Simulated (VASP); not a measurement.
NaI:

```
Na I
1.0
     0.00000    3.54319    3.54319
     3.54319    0.00000    3.54319
     3.54319    3.54319    0.00000
Na I
1 1
Direct
  0.00000 0.00000 0.00000
  0.25000 0.25000 0.25000
```

Base run:

```yaml
Program: VASP 6.6.1
Functional: HSE06
Potentials_or_basis: VASP PAW PBE potentials, release 64 (Na_pv, I)
Cutoff: 520 eV
k_mesh: 4 × 4 × 4
Occupations: gaussian, width 0.01 eV
Spin: no spin polarisation
```

Its results: band gap on the k mesh 4.80 eV, direct; pressure 0.2 GPa.

Task: The run is repeated on the same cell with these changes: functional from HSE06 to LDA; potentials or basis from VASP PAW PBE potentials, release 64 (Na_pv, I) to VASP PAW LDA potentials, release 64 (Na_pv, I). What comes out?

Result: Band gap on the k mesh 3.50 eV, direct; pressure -0.9 GPa.

Caveats: spin-orbit coupling is left out, which moves the levels of the heavy elements; the PAW data sets were made with another functional, which shifts forces and pressure a little (some runs).

